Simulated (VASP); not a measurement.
# Fe in VASP: a series of runs

Fe is run at these levels: PBEsol; tasks: single point.

Program: VASP 6.6.1. These are calculated values, not measurements. Logs are shortened: lines on timing, memory, paths and dates and some standing lists are left out, and cuts for length are marked.

**1. The cell of the first run**

The cell holds a slab with vacuum, 6 atoms: a = 2.409 Å, b = 2.409 Å, c = 24.833 Å, α = 90.00°, β = 90.00°, γ = 120.00°.

**2. Single point, PBEsol, collinear spin, ferromagnetic start**

INCAR

```
  ALGO = Normal
  DIPOL = 0.5 0.5 0.500
  EDIFF = 1E-7
  ENCUT = 520
  GGA = PS
  IDIPOL = 3
  ISIF = 2
  ISMEAR = 0
  ISPIN = 2
  LASPH = T
  LCHARG = T
  LDIPOL = T
  LELF = T
  LMAXMIX = 4
  LORBIT = 11
  LREAL = F
  LVACPOTAV = T
  LVHAR = T
  LWAVE = F
  MAGMOM = 0.23 0.23 0.23 0.23 0.23 0.23
  NBANDS = 37
  NELM = 150
  PREC = Accurate
  SIGMA = 0.1
```

KPOINTS

```
k-points
0
Gamma
  15 15 1
```

POSCAR

```
Fe
1.0
    2.4085592353      0.0000000000      0.0000000000
   -1.2042796177      2.0858734843      0.0000000000
    0.0000000000      0.0000000000     24.8329019031
Fe
6
Direct
    0.6666666667      0.3333333333      0.3020186698
    0.3333333333      0.6666666667      0.3812112019
    0.0000000000      0.0000000000      0.4604037340
    0.6666666667      0.3333333333      0.5395962660
    0.3333333333      0.6666666667      0.6187887981
    0.0000000000      0.0000000000      0.6979813302
```

Potentials or basis: VASP PAW PBE potentials, release 64 (Fe).

Launch:

```bash
$ cat potpaw_PBE.64/Fe/POTCAR > POTCAR
$ mpirun -np 1 vasp_std > vasp.out
```

OUTCAR:

```text
EDIFF = 1E-7
   ENCUT = 520
   GGA = PS
   ISIF = 2
   ISMEAR = 0
   ISPIN = 2
   LASPH = T
   LORBIT = 11
   LREAL = F
   NELM = 150
   PREC = Accurate

 ion  position               nearest neighbor table
   1  0.667  0.333  0.302-   2 2.41   2 2.41   2 2.41
   2  0.333  0.667  0.381-   1 2.41   1 2.41   3 2.41   3 2.41   3 2.41   1 2.41
   3  0.000  0.000  0.460-   4 2.41   4 2.41   4 2.41   2 2.41   2 2.41   2 2.41
   4  0.667  0.333  0.540-   3 2.41   3 2.41   3 2.41   5 2.41   5 2.41   5 2.41
   5  0.333  0.667  0.619-   4 2.41   4 2.41   6 2.41   6 2.41   6 2.41   4 2.41
   6  0.000  0.000  0.698-   5 2.41   5 2.41   5 2.41

  LATTYP: Found a hexagonal cell.
 ALAT       =     2.4085592353
 C/A-ratio  =    10.3102724397

  Lattice vectors:

 A1 = (   2.4085592353,   0.0000000000,   0.0000000000)
 A2 = (  -1.2042796177,   2.0858734843,   0.0000000000)
 A3 = (   0.0000000000,   0.0000000000,  24.8329019031)

Analysis of symmetry for initial positions (statically):
=====================================================================
 Subroutine PRICEL returns:
 Original cell was already a primitive cell.

 Routine SETGRP: Setting up the symmetry group for a
 hexagonal supercell.

 Subroutine GETGRP returns: Found 12 space group operations
 (whereof  6 operations were pure point group operations)
 out of a pool of 24 trial point group operations.

The static configuration has the point symmetry C_3v.
 The point group associated with its full space group is D_3d.

Analysis of symmetry for dynamics (positions and initial velocities):
=====================================================================
 Subroutine PRICEL returns:
 Original cell was already a primitive cell.

 Routine SETGRP: Setting up the symmetry group for a
 hexagonal supercell.

 Subroutine GETGRP returns: Found 12 space group operations
 (whereof  6 operations were pure point group operations)
 out of a pool of 24 trial point group operations.

The dynamic configuration has the point symmetry C_3v.
 The point group associated with its full space group is D_3d.

Analysis of structural, dynamic, and magnetic symmetry:
=====================================================================
 Subroutine PRICEL returns:
 Original cell was already a primitive cell.

 Routine SETGRP: Setting up the symmetry group for a
 hexagonal supercell.

[... 153 lines left out ...]

 number of electron      48.0000016 magnetization       0.0001837

 number of electron      48.0000016 magnetization      -0.0011314

 dipolmoment           0.000000      0.000000      0.000000 electrons x Angstroem

 Free energy of the ion-electron system (eV)
  ---------------------------------------------------
  ext. energy  EPLUGINS =         0.00000000
  ---------------------------------------------------
  free energy    TOTEN  =       -51.11663464 eV

  energy without entropy =      -51.05624861  energy(sigma->0) =      -51.08644163

 E-fermi :   0.6385     XC(G=0):  -7.5493

 val. band max:        0.6322607381   @ k =   0.4000   0.0000   0.0000
 cond. band min:       0.6419637479   @ k =   0.4000   0.0667   0.0000
 fundamental gap:      0.0097030098
 Fermi energy:         0.6384863739

 spin component 1

 k-point     1 :       0.0000    0.0000    0.0000
  band No.  band energies     occupation
      1      -8.1965      1.00000
      2      -7.4590      1.00000
      3      -6.3520      1.00000
      4      -5.2211      1.00000
      5      -4.5653      1.00000
      6      -4.4272      1.00000
[... 925 lines left out ...]
     35       6.6705      0.00000
     36       6.9992      0.00000

 [... further k-points ...]

 spin component 2

 k-point     1 :       0.0000    0.0000    0.0000
  band No.  band energies     occupation
      1      -8.1966      1.00000
      2      -7.4590      1.00000
      3      -6.3521      1.00000
      4      -5.2211      1.00000
      5      -4.5653      1.00000
      6      -4.4274      1.00000
[... 925 lines left out ...]
     35       6.6705      0.00000
     36       6.9991      0.00000

 [... further k-points ...]

 [bands above 36 left out]

------------------------ aborting loop because EDIFF is reached ----------------------------------------

  FORCE on cell =-STRESS in cart. coord.  units (eV):
  Direction    XX          YY          ZZ          XY          YZ          ZX
  --------------------------------------------------------------------------------------
  -------------------------------------------------------------------------------------
  Total       -2.8923644     -2.8923644     -2.5770814      0.0000000      0.0000000     -0.0000000
  in kB      -37.1441839    -37.1441839    -33.0952719      0.0000000      0.0000000     -0.0000000
  external PRESSURE =     -35.7945466 kB  Pullay stress =       0.0000000 kB

 VOLUME and BASIS-vectors are now :
 -----------------------------------------------------------------------------
  energy-cutoff  :      520.00
  volume of cell :      124.76
      direct lattice vectors                 reciprocal lattice vectors
     2.408559235  0.000000000  0.000000000     0.415185969  0.239707731  0.000000000
    -1.204279618  2.085873484  0.000000000     0.000000000  0.479415462  0.000000000
     0.000000000  0.000000000 24.832901903     0.000000000  0.000000000  0.040269156

 POSITION                                       TOTAL-FORCE (eV/Angst)
 -----------------------------------------------------------------------------------
      1.20428      0.69529      7.50000        -0.000000     -0.000000      0.643368
     -0.00000      1.39058      9.46658        -0.000000      0.000000     -0.592407
      0.00000      0.00000     11.43316         0.000000      0.000000     -0.130377
      1.20428      0.69529     13.39974        -0.000000      0.000000      0.130377
     -0.00000      1.39058     15.36632        -0.000000      0.000000      0.592407
      0.00000      0.00000     17.33290         0.000000     -0.000000     -0.643368
 -----------------------------------------------------------------------------------
    total drift:                               -0.000000      0.000000      0.000000

  FREE ENERGIE OF THE ION-ELECTRON SYSTEM (eV)
  ---------------------------------------------------
  free  energy   TOTEN  =       -51.1166346373 eV

  energy  without entropy=      -51.0562486132  energy(sigma->0) =      -51.08644163

 vacuum level on the upper side and lower side of the slab         5.973         5.973

 total charge

# of ion       s       p       d       tot
------------------------------------------
    1        0.531   0.512   6.307   7.350
    2        0.552   0.669   6.363   7.585
    3        0.557   0.667   6.375   7.599
    4        0.557   0.667   6.375   7.599
    5        0.552   0.669   6.363   7.585
    6        0.531   0.512   6.307   7.350
--------------------------------------------------
tot          3.280   3.698  38.089  45.068

 magnetization (x)

# of ion       s       p       d       tot
------------------------------------------
    1        0.000  -0.000   0.000   0.000
    2        0.000   0.000  -0.000  -0.000
    3        0.000   0.000  -0.000  -0.000
    4        0.000   0.000  -0.000  -0.000
    5        0.000   0.000  -0.000  -0.000
    6        0.000  -0.000   0.000   0.000
--------------------------------------------------
tot          0.000   0.000  -0.001  -0.001
```

OSZICAR:

```text
N       E                     dE             d eps       ncg     rms          rms(c)
DAV:   1     0.413793609030E+03    0.41379E+03   -0.20255E+04  3996   0.143E+03
DAV:   2    -0.276567734349E+02   -0.44145E+03   -0.41120E+03  3996   0.335E+02
DAV:   3    -0.603277834125E+02   -0.32671E+02   -0.28265E+02  4326   0.130E+02
[... 12 lines left out ...]
DAV:  63    -0.511166320851E+02   -0.10943E-05   -0.17036E-05  5961   0.367E-02    0.140E-03
DAV:  64    -0.511166329205E+02   -0.83546E-06   -0.10431E-05  5882   0.280E-02    0.780E-04
DAV:  65    -0.511166338635E+02   -0.94303E-06   -0.31543E-06  4948   0.146E-02    0.704E-04
DAV:  66    -0.511166338743E+02   -0.10776E-07   -0.36385E-06  4557   0.163E-02    0.447E-04
DAV:  67    -0.511166346738E+02   -0.79945E-06   -0.46696E-07  3672   0.835E-03    0.488E-04
DAV:  68    -0.511166346373E+02    0.36488E-07   -0.50755E-08  2350   0.188E-03
   1 F= -.51116635E+02 E0= -.51086442E+02  d E =-.603860E-01  mag=     0.0005
```

Run time: 31 min. Hardware: 1 thread of AMD EPYC 7R43 (Zen 3), shared host; peak memory 0.38 GiB.

What came out:

| Item | Value |
| --- | --- |
| Free energy | -51.1166 eV |
| Largest force | 0.643 eV/Å |
| Band gap on the k mesh | zero (filled and empty bands overlap) |
| Net moment | 0.00 μB per cell |
| Valence electrons inside the program's atomic spheres | Fe 7.35, 7.58, 7.60 |

Forces in eV/Å, atoms in the order of the input:
```
Fe   0.000  0.000  0.643
Fe   0.000  0.000 -0.592
Fe   0.000  0.000 -0.130
Fe   0.000  0.000  0.130
Fe   0.000  0.000  0.592
Fe   0.000  0.000 -0.643
```

Levels at points of the mesh, in eV from the Fermi level:
Spin up:
| k point | band 22 | band 23 | band 24 | band 25 | band 26 | band 27 |
| --- | --- | --- | --- | --- | --- | --- |
| (0.00, 0.00, 0.00) | -1.25 | -1.25 | -0.14 | -0.12 | -0.12 | -0.10 |
Spin down:
| k point | band 21 | band 22 | band 23 | band 24 | band 25 | band 26 | band 27 | band 28 |
| --- | --- | --- | --- | --- | --- | --- | --- | --- |
| (0.00, 0.00, 0.00) | -1.27 | -1.25 | -1.25 | -0.14 | -0.12 | -0.12 | -0.10 | -0.10 |

Caveat: the PAW data sets were made with another functional, which shifts forces and pressure a little.

(Part 1 of 2 ends here.)
